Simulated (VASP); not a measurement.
Runs of VASP 6.6.1 on GaP. The structure is that of space group F-43m (No. 216), or close to it. The cells are those of the table. 

```csv
task,cell,gap on the mesh (eV),pressure (GPa)
electric field gradients,"a = 3.893, b = 3.893, c = 3.854 Å, angles 60.3, 60.3, 59.3°, 2 atoms",1.54,(b)
electric field gradients,"a = 3.867 Å, angles 60.0°, 2 atoms",1.62,1.6
single point,"a = 3.867 Å, angles 60.0°, 2 atoms",1.62,1.6
single point,"a = 3.930 Å, angles 60.0°, 2 atoms",(a),-2.1
electric field gradients,"a = 3.841 Å, angles 60.0°, 2 atoms",1.59,3.4
```

Alike in all rows: level PBE; potentials or basis VASP PAW PBE potentials, release 64 (Ga_d, P); no spin polarisation; k mesh 10 × 10 × 10; cutoff (eV) 520; smearing fermi-dirac 0.05 eV.

Question: Estimate the missing entries.

Answer: (a) 1.35; (b) 0.8.

A k mesh can miss the band edges, and the runs leave out spin-orbit coupling on Ga.
